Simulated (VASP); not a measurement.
# BN (I-4m2) in VASP: further runs, part 2 of 3

VASP 6.6.1. The steps go on from the part before.

## 3. Single point, PBE (uniaxial z strain +4.0%)

File INCAR:

```
SYSTEM = BN
PREC = Accurate ; ENCUT = 520
EDIFF = 1E-6 ; ISMEAR = 0
SIGMA = 0.01 ; LREAL = .FALSE.
LASPH = .TRUE. ; NELM = 60
ALGO = Normal ; ISIF = 2
LWAVE = .FALSE. ; LCHARG = .FALSE.
GGA = PE ; NBANDS = 11
```

File KPOINTS:

```
Automatic mesh
0
G
  6 6 6
  0 0 0
```

File POSCAR:

```
BN
1.0
    0.0000000000      1.8048254650      1.8770184836
    1.8048254650      0.0000000000      1.8770184836
    1.8048254650      1.8048254650      0.0000000000
B N
1 1
Direct
    0.0000000000      0.0000000000      0.0000000000
    0.2500000000      0.2500000000      0.2500000000
```

Potentials or basis: VASP PAW PBE potentials, release 64 (B, N).

The run is started by

```bash
> cat potpaw_PBE.64/B/POTCAR potpaw_PBE.64/N/POTCAR > POTCAR
> mpirun -np 1 vasp_std > vasp.out
```

OUTCAR:

```text
SYSTEM = BN
   PREC = Accurate
   ENCUT = 520
   EDIFF = 1E-6
   ISMEAR = 0
   LREAL = .FALSE.
   LASPH = .TRUE.
   NELM = 60
   ISIF = 2
   GGA = PE

 ion  position               nearest neighbor table
   1  0.000  0.000  0.000-   2 1.58   2 1.58   2 1.58   2 1.58
   2  0.250  0.250  0.250-   1 1.58   1 1.58   1 1.58   1 1.58

  LATTYP: Found a body centered tetragonal cell.
 ALAT       =     2.5524086503
 C/A-ratio  =     1.4707821049

  Lattice vectors:

 A1 = (  -1.8048254650,   0.0000000000,   1.8770184836)
 A2 = (   1.8048254650,   0.0000000000,   1.8770184836)
 A3 = (   0.0000000000,   1.8048254650,  -1.8770184836)

Analysis of symmetry for initial positions (statically):
=====================================================================
 Subroutine PRICEL returns:
 Original cell was already a primitive cell.

 Routine SETGRP: Setting up the symmetry group for a
 body centered tetragonal supercell.

 Subroutine GETGRP returns: Found  8 space group operations
 (whereof  8 operations were pure point group operations)
 out of a pool of 16 trial point group operations.

The static configuration has the point symmetry D_2d.

Analysis of symmetry for dynamics (positions and initial velocities):
=====================================================================
 Subroutine PRICEL returns:
 Original cell was already a primitive cell.

 Routine SETGRP: Setting up the symmetry group for a
 body centered tetragonal supercell.

 Subroutine GETGRP returns: Found  8 space group operations
 (whereof  8 operations were pure point group operations)
 out of a pool of 16 trial point group operations.

The dynamic configuration has the point symmetry D_2d.

 Subroutine INISYM returns: Found  8 space group operations
 (whereof  8 operations are pure point group operations),
 and found     1 'primitive' translations

----------------------------------------------------------------------------------------

                                     Primitive cell

  volume of cell :      12.2284

  direct lattice vectors                    reciprocal lattice vectors
     0.000000000  1.804825465  1.877018484    -0.277035098  0.277035098  0.266379902
     1.804825465  0.000000000  1.877018484     0.277035098 -0.277035098  0.266379902
     1.804825465  1.804825465  0.000000000     0.277035098  0.277035098 -0.266379902

  length of vectors
     2.603957248  2.603957248  2.552408650     0.473766972  0.473766972  0.473766972

  position of ions in fractional coordinates (direct lattice)
     0.000000000  0.000000000  0.000000000
     0.250000000  0.250000000  0.250000000

  ion indices of the primitive-cell ions
   primitive index   ion index
                 1           1
                 2           2

----------------------------------------------------------------------------------------

 KPOINTS: Automatic mesh

Automatic generation of k-mesh.
 Grid dimensions read from file:
 generate k-points for:    6    6    6

 Generating k-lattice:

  Cartesian coordinates                     Fractional coordinates (reciprocal lattice)
    -0.046172516  0.046172516  0.044396650     0.166666667 -0.000000000  0.000000000
     0.046172516 -0.046172516  0.044396650    -0.000000000  0.166666667  0.000000000
     0.046172516  0.046172516 -0.044396650     0.000000000  0.000000000  0.166666667

  Length of vectors
     0.078961162  0.078961162  0.078961162

  Shift w.r.t. Gamma in fractional coordinates (k-lattice)
     0.000000000  0.000000000  0.000000000

 Subroutine IBZKPT returns following result:
 ===========================================

 Found     30 irreducible k-points:

 Following reciprocal coordinates:
            Coordinates               Weight
  0.000000  0.000000  0.000000      1.000000
  0.166667 -0.000000  0.000000      8.000000
  0.333333 -0.000000  0.000000      8.000000
  0.500000  0.000000  0.000000      4.000000
  0.166667  0.166667  0.000000      2.000000
  0.333333  0.166667  0.000000      8.000000
[... 16 lines left out ...]
  0.333333  0.000000  0.333333      4.000000
  0.500000  0.000000  0.333333     16.000000
 [... further k-points ...]
   k-points           NKPTS =     30   k-points in BZ     NKDIM =     30   number of bands    NBANDS=     11
   number of dos      NEDOS =    301   number of ions     NIONS =      2
   total plane-waves  NPLWV =   8000
   dimension x,y,z NGX =    20 NGY =   20 NGZ =   20
   dimension x,y,z NGXF=    40 NGYF=   40 NGZF=   40
   ions per type =               1   1
   NGX,Y,Z   is equivalent  to a cutoff of  12.77, 12.77, 13.03 a.u.
   NGXF,Y,Z  is equivalent  to a cutoff of  25.54, 25.54, 26.05 a.u.
 SYSTEM =  BN
   PREC   = accura    normal or accurate (medium, high low for compatibility)
   ISTART =      0    job   : 0-new  1-cont  2-samecut
   ICHARG =      2    charge: 1-file 2-atom 10-const
   ISPIN  =      1    spin polarized calculation?
   LNONCOLLINEAR =      F non collinear calculations
   LSORBIT =      F    spin-orbit coupling
   LASPH  =      T    aspherical Exc in radial PAW
   ENCUT  =  520.0 eV  38.22 Ry    6.18 a.u.   4.84  4.84  4.75*2*pi/ulx,y,z
   NELM   =     60;   NELMIN=  2; NELMDL= -5     # of ELM steps
   EDIFF  = 0.1E-05   stopping-criterion for ELM
   LREAL  =      F    real-space projection
   EDIFFG = 0.1E-04   stopping-criterion for IOM
   NSW    =      0    number of steps for IOM
   IBRION =     -1    ionic relax: 0-MD 1-quasi-New 2-CG
   NFREE  =      0    steps in history (QN), initial steepest desc. (CG)
   ISIF   =      2    stress and relaxation
   ISYM   =      2    0-nonsym 1-usesym 2-fastsym
   POTIM  = 0.5000    time-step for ionic-motion
   TEBEG  =    0.0;   TEEND  =   0.0 temperature during run
   PSTRESS=    0.0 pullay stress
   NELECT =       8.0000    total number of electrons
   NUPDOWN=      -1.0000    fix difference up-down
   EMIN   =  10.00;   EMAX   =-10.00  energy-range for DOS
   EFERMI =   0.00;   METHOD = LEGACY
   ISMEAR =     0;   SIGMA  =   0.01  broadening in eV -4-tet -1-fermi 0-gaus
   EFERMI_NEDOS =   21; number of points for ismear=-14 and -15
   IALGO  =     38    algorithm
   IMIX   =      4    mixing-type and parameters
     AMIX     =   0.40;   BMIX     =  1.00
     AMIX_MAG =   1.60;   BMIX_MAG =  1.00
  volume/ion in A,a.u.               =       6.11        41.26
  Fermi-wavevector in a.u.,A,eV,Ry     =   1.421178  2.685637 27.480329  2.019747
  Thomas-Fermi vector in A             =   2.542015
   LORBIT       =      0    0 simple, 1 ext, 2 COOP (PROOUT), +10 PAW based schemes
   GGA     = PE    functional components
   LHFCALC =     F    Hartree Fock is set to
   AEXX    =    0.0000 exact exchange contribution
   IVDW    =     0    specifies the selected vdW correction
   LEPSILON=     F    determine dielectric tensor
   LRPA    =     F    only Hartree local field effects (RPA)
 non-spin polarized calculation
 Gauss-broadening in eV      SIGMA  =   0.01
  energy-cutoff  :      520.00
  volume of cell :       12.23
 maximum number of plane-waves:       342
   NGX =  9   NGY =  9   NGZ =  9

 number of electron       8.0000000 magnetization

 Free energy of the ion-electron system (eV)
  ---------------------------------------------------
  ext. energy  EPLUGINS =         0.00000000
  ---------------------------------------------------
  free energy    TOTEN  =       -17.41421150 eV

  energy without entropy =      -17.41421150  energy(sigma->0) =      -17.41421150

 E-fermi :   7.1801     XC(G=0): -12.6522

 val. band max:        7.1210074773   @ k =   0.0000   0.0000   0.0000
 cond. band min:      11.1973950174   @ k =   0.5000   0.0000   0.5000
 fundamental gap:      4.0763875401
 Fermi energy:         7.1800899513

 k-point     1 :       0.0000    0.0000    0.0000
  band No.  band energies     occupation
      1     -12.8549      2.00000
      2       6.7175      2.00000
      3       7.1210      2.00000
      4       7.1210      2.00000
      5      15.5591      0.00000
      6      15.5591      0.00000
      7      15.8364      0.00000
      8      16.7618      0.00000
      9      31.0972      0.00000
     10      33.1596      0.00000
     11      33.6748      0.00000
[... 309 lines left out ...]
 k-point    24 :       0.5000    0.0000    0.3333
  band No.  band energies     occupation
      1      -7.8980      2.00000
      2      -0.8564      2.00000
      3       1.2501      2.00000
      4       2.6603      2.00000
      5      12.9104      0.00000
      6      17.5730      0.00000
      7      22.2856      0.00000
      8      23.2608      0.00000
      9      26.6801      0.00000
     10      32.9578      0.00000
     11      36.5388      0.00000

 [... further k-points ...]
[... 5 lines left out ...]
  --------------------------------------------------------------------------------------
  -------------------------------------------------------------------------------------
  Total       -0.0816205     -0.0816205     -1.9589215      0.0000000      0.0000000      0.0000000
  in kB      -10.6940203    -10.6940203   -256.6602763      0.0000000      0.0000000      0.0000000
  external PRESSURE =     -92.6827723 kB  Pullay stress =       0.0000000 kB

 VOLUME and BASIS-vectors are now :
 -----------------------------------------------------------------------------
  energy-cutoff  :      520.00
  volume of cell :       12.23
      direct lattice vectors                 reciprocal lattice vectors
     0.000000000  1.804825465  1.877018484    -0.277035098  0.277035098  0.266379902
     1.804825465  0.000000000  1.877018484     0.277035098 -0.277035098  0.266379902
     1.804825465  1.804825465  0.000000000     0.277035098  0.277035098 -0.266379902

 POSITION                                       TOTAL-FORCE (eV/Angst)
 -----------------------------------------------------------------------------------
      0.00000      0.00000      0.00000        -0.000000     -0.000000      0.000000
      0.90241      0.90241      0.93851         0.000000      0.000000     -0.000000
 -----------------------------------------------------------------------------------
    total drift:                               -0.000000     -0.000000      0.000001

  FREE ENERGIE OF THE ION-ELECTRON SYSTEM (eV)
  ---------------------------------------------------
  free  energy   TOTEN  =       -17.4142114995 eV

  energy  without entropy=      -17.4142114995  energy(sigma->0) =      -17.41421150
```

OSZICAR:

```text
N       E                     dE             d eps       ncg     rms          rms(c)
DAV:   1     0.104032660852E+02    0.10403E+02   -0.49522E+03   676   0.721E+02
DAV:   2    -0.178150461040E+02   -0.28218E+02   -0.27146E+02   816   0.163E+02
DAV:   3    -0.183288779946E+02   -0.51383E+00   -0.51300E+00   774   0.189E+01
DAV:   4    -0.183295227758E+02   -0.64478E-03   -0.64477E-03   711   0.741E-01
DAV:   5    -0.183295233974E+02   -0.62154E-06   -0.62154E-06   759   0.227E-02    0.652E+00
DAV:   6    -0.174883245281E+02    0.84120E+00   -0.30147E+00   687   0.984E+00    0.315E+00
DAV:   7    -0.174271782254E+02    0.61146E-01   -0.89215E-02   708   0.251E+00    0.188E+00
DAV:   8    -0.174139699014E+02    0.13208E-01   -0.34011E-02   723   0.133E+00    0.174E-01
DAV:   9    -0.174141147020E+02   -0.14480E-03   -0.10386E-03   690   0.256E-01    0.798E-02
DAV:  10    -0.174142058275E+02   -0.91126E-04   -0.12656E-04   713   0.961E-02    0.147E-02
DAV:  11    -0.174142114748E+02   -0.56473E-05   -0.10085E-05   750   0.259E-02    0.105E-02
DAV:  12    -0.174142114995E+02   -0.24686E-07   -0.16763E-06   414   0.884E-03
   1 F= -.17414211E+02 E0= -.17414211E+02  d E =-.361247E-19
```

stdout:

```text
POSCAR found type information on POSCAR B N
 POSCAR found :  2 types and       2 ions
 scaLAPACK will be used
 LDA part: xc-table for (Slater+PW92), standard interpolation
 POSCAR, INCAR and KPOINTS ok, starting setup
 FFT: planning ... GRIDC
 FFT: planning ... GRID_SOFT
 FFT: planning ... GRID
 WAVECAR not read
 entering main loop
```

Run time: 8.3 s. Hardware: 1 thread of AMD EPYC 7R13, shared host; peak memory 0.09 GiB.

What came out:

| Property | Result |
| --- | --- |
| Free energy | -17.4142 eV |
| Pressure | -9.3 GPa |
| Band gap on the k mesh | 4.08 eV, indirect (least direct gap 8.44 eV) |

Levels at points of the mesh, in eV from the valence-band top:
```
           k point  band 2  band 3  band 4  band 5  band 6  band 7
(0.00, 0.00, 0.00)   -0.40    0.00    0.00    8.44    8.44    8.72
(0.50, 0.00, 0.00)  -10.51   -2.31   -1.71    9.13   10.58   10.60
(0.50, 0.50, 0.00)   -9.19   -4.52   -4.52    4.73    9.50   17.17
(0.50, 0.00, 0.50)   -8.64   -5.03   -5.03    4.08    8.61   16.94
```

Caveat: the k points lie up to 0.50 Å⁻¹ apart; the cell differs from its parent crystal (uniaxial z strain +4.0%).

## 4. Single point, PBE (uniaxial z strain -4.0%)

File INCAR:

```
PREC = Accurate
ENCUT = 520
EDIFF = 1E-6
ISMEAR = -1
SIGMA = 0.02
LREAL = F
LASPH = T
NELM = 60
ALGO = Normal
ISIF = 2
LWAVE = F
LCHARG = F
GGA = PE
NBANDS = 11
```

File KPOINTS:

```
regular mesh
0
Gamma
  12 12 12
```

File POSCAR:

```
BN
1.0
    0.0000000000      1.8048254650      1.7326324464
    1.8048254650      0.0000000000      1.7326324464
    1.8048254650      1.8048254650      0.0000000000
B N
1 1
Direct
    0.0000000000      0.0000000000      0.0000000000
    0.2500000000      0.2500000000      0.2500000000
```

The run is started by

```bash
> cat potpaw_PBE.64/B/POTCAR potpaw_PBE.64/N/POTCAR > POTCAR
> mpirun -np 1 vasp_std > vasp.out
```

Wall time 32 s (1 thread of AMD EPYC 7R13, shared host); peak memory 0.1 GiB.

The run converged. Its results:

| Property | Result |
| --- | --- |
| Free energy | -17.3842 eV |
| Pressure | 22.2 GPa |
| Band gap on the k mesh | 3.77 eV, indirect (least direct gap 8.60 eV) |

Stress tensor (GPa, compression positive):
```
13.99  0.00  0.00
 0.00 13.99  0.00
 0.00  0.00 38.62
```

Levels at points of the mesh, in eV from the valence-band top:
| k point | band 1 | band 2 | band 3 | band 4 | band 5 | band 6 | band 7 | band 8 |
| --- | --- | --- | --- | --- | --- | --- | --- | --- |
| (0.00, 0.00, 0.00) | -21.01 | -0.39 | -0.39 | 0.00 | 8.60 | 8.89 | 8.89 | 10.83 |
| (0.50, 0.00, 0.00) | -16.57 | -11.37 | -2.60 | -1.97 | 9.94 | 10.45 | 11.49 | 15.48 |
| (0.50, 0.50, 0.00) | -14.81 | -9.06 | -5.76 | -5.76 | 3.77 | 8.57 | 18.42 | 18.42 |
| (0.50, 0.00, 0.50) | -15.31 | -9.68 | -5.19 | -5.18 | 4.51 | 9.57 | 17.94 | 18.58 |

Caveat: the cell differs from its parent crystal (uniaxial z strain -4.0%).

(Part 2 of 3 ends here.)
